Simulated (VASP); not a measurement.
Set up this calculation in VASP 6.6.1, as the native input.

```yaml
Task: single point
Functional: r2SCAN
Potentials_or_basis: VASP PAW PBE potentials, release 64 (B, As)
Cutoff: 520 eV
k_mesh: 10 × 10 × 10
Occupations: gaussian, width 0.02 eV
Spin: no spin polarisation
Dipole_correction: no
Further_INCAR_settings: ALGO = Normal; EDIFF = 1e-06; NBANDS = 11
```

The system is BAs.

```
B As
1.0
     0.00000    2.36775    2.36775
     2.36775    0.00000    2.36775
     2.36775    2.36775    0.00000
B As
1 1
Direct
  0.00000 0.00000 0.00000
  0.25000 0.25000 0.25000
```

This cell differs from its parent crystal: volume scaled by 0.97.

The input as run:

POSCAR

```
BAs
1.0
    0.0000000000      2.3677547425      2.3677547425
    2.3677547425      0.0000000000      2.3677547425
    2.3677547425      2.3677547425      0.0000000000
B As
1 1
Direct
    0.0000000000      0.0000000000      0.0000000000
    0.2500000000      0.2500000000      0.2500000000
```

INCAR.step1

```
SYSTEM = BAs
PREC = Accurate
ENCUT = 520
ISMEAR = 0
SIGMA = 0.02
LREAL = .False.
LASPH = .True.
NELM = 80
NBANDS = 11
GGA = PE
ALGO = Normal
EDIFF = 1E-4
LWAVE = .True.
LCHARG = .False.
```

INCAR.step2

```
SYSTEM = BAs
PREC = Accurate
ENCUT = 520
EDIFF = 1E-6
ISMEAR = 0
SIGMA = 0.02
LREAL = .False.
LASPH = .True.
NELM = 80
ALGO = Normal
ISIF = 2
LWAVE = .False.
LCHARG = .False.
METAGGA = R2SCAN
LMIXTAU = .True.
NBANDS = 11
ISTART = 1
```

KPOINTS

```
Automatic mesh
0
Gamma
  10 10 10
  0 0 0
```

Potentials or basis: VASP PAW PBE potentials, release 64 (B, As).

Launch:

```bash
$ cat potpaw_PBE.64/B/POTCAR potpaw_PBE.64/As/POTCAR > POTCAR
$ cp INCAR.step1 INCAR
$ mpirun -np 1 vasp_std > vasp.out
$ cp INCAR.step2 INCAR
$ mpirun -np 1 vasp_std > vasp.out
```

Results of the run:

```
Pressure               : 4.9 GPa
Band gap on the k mesh : 1.34 eV, indirect (least direct gap 3.48 eV)
```

Caveat: the PAW data sets were made with another functional, which shifts forces and pressure a little.

Wall time 55 s on 1 thread of Intel(R) Xeon(R) Platinum 8488C (Sapphire Rapids) (shared host), peak memory 0.17 GiB.
